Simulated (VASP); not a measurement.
Crystal: HfO2.

```xyz
3
Lattice="0.0000 2.5292 2.5292 2.5292 0.0000 2.5292 2.5292 2.5292 0.0000" Properties=species:S:1:pos:R:3 pbc="T T T"
Hf    0.0000    0.0000    0.0000
O     1.2646    1.2646    1.2646
O     3.7938    3.7938    3.7938
```

Program: VASP 6.6.1. Alike in all runs: task single point; no spin polarisation; cell as given; smearing gaussian 0.01 eV.

Problem. Order these runs on this cell by their pressure, lowest first.
A. level LDA; potentials or basis VASP PAW LDA potentials, release 64 (Hf_pv, O); k mesh 4 × 4 × 4; cutoff (eV) 600
B. level PBE-based global hybrid; potentials or basis VASP PAW PBE potentials, release 64 (Hf_pv, O); k mesh 4 × 4 × 4; cutoff (eV) 520; grid for exact exchange (PRECFOCK) Normal; share of exact exchange 1
C. level PBE-based screened hybrid; potentials or basis VASP PAW PBE potentials, release 64 (Hf_pv, O); k mesh 4 × 4 × 4; cutoff (eV) 520; grid for exact exchange (PRECFOCK) Normal; share of exact exchange 0.35; screening parameter 0.2078 1/Å
D. level PBE-based global hybrid; potentials or basis VASP PAW PBE potentials, release 64 (Hf_pv, O); k mesh 4 × 4 × 4; cutoff (eV) 520; grid for exact exchange (PRECFOCK) Normal; share of exact exchange 0.15
E. level PBE; potentials or basis VASP PAW PBE potentials, release 64 (Hf_pv, O); k mesh 5 × 5 × 5; cutoff (eV) 600

Solution. B (-25.1 GPa), A (-12.3 GPa), C (-8.1 GPa), D (-2.4 GPa), E (1.9 GPa).

Caveats: all runs use coarse meshes; the PAW data sets were made with another functional, which shifts forces and pressure a little (some runs).
